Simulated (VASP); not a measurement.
## Rh2O: relaxation of cell and atoms with PBE

Crystal: Rh2O.

```xyz
6
Lattice="4.4154 0.0000 0.0000 0.0000 4.4154 0.0000 0.0000 0.0000 4.4154" Properties=species:S:1:pos:R:3 pbc="T T T"
Rh    1.1038    1.1038    1.1038
Rh    1.1038    3.3115    3.3115
Rh    3.3115    3.3115    1.1038
Rh    3.3115    1.1038    3.3115
O     0.0000    0.0000    0.0000
O     2.2077    2.2077    2.2077
```

* Program: VASP 6.6.1
* Task: relaxation of cell and atoms
* Functional: PBE
* Potentials or basis: VASP PAW PBE potentials, release 64 (Rh_pv, O)
* Cutoff: 600 eV
* k mesh: 8 × 8 × 8
* Occupations: gaussian, width 0.1 eV
* Spin: no spin polarisation
* Dipole correction: no
* Further INCAR settings: ALGO = Normal; EDIFF = 1e-07; IBRION = 2; EDIFFG = -0.01; NSW = 100; ISIF = 3

```
Pressure after relaxing : -0.1 GPa
Band gap on the k mesh  : zero (bands 36 and 37 overlap by 0.54 eV)
```

Final structure:
```yaml
crystal:
  lattice:
    - [4.41538, 0.00000, 0.00000]
    - [0.00000, 4.41538, 0.00000]
    - [0.00000, 0.00000, 4.41538]
  atoms:
    - { symbol: Rh, position: [0.25000, 0.25000, 0.25000] }
    - { symbol: Rh, position: [0.25000, 0.75000, 0.75000] }
    - { symbol: Rh, position: [0.75000, 0.75000, 0.25000] }
    - { symbol: Rh, position: [0.75000, 0.25000, 0.75000] }
    - { symbol: O, position: [0.00000, 0.00000, 0.00000] }
    - { symbol: O, position: [0.50000, 0.50000, 0.50000] }
```

Levels at points of the mesh, in eV from the Fermi level:
```csv
k point,band 33,band 34,band 35,band 36,band 37,band 38,band 39,band 40
"(0.00, 0.00, 0.00)",-0.32,-0.32,0.32,0.32,0.32,2.39,2.39,2.79
"(0.50, 0.00, 0.00)",-0.59,-0.59,-0.07,-0.07,0.09,0.09,2.00,2.00
"(0.50, 0.50, 0.00)",-0.72,-0.72,0.09,0.09,0.31,0.31,1.51,1.51
"(0.50, 0.50, 0.50)",-0.31,-0.31,0.17,0.17,1.53,1.95,1.95,1.95
```

It took 55 s on 1 thread of Intel(R) Xeon(R) 6975P-C (Granite Rapids) (shared host), peak memory 0.27 GiB.

Caveat: the relaxation stopped at its first step, so nothing moved.
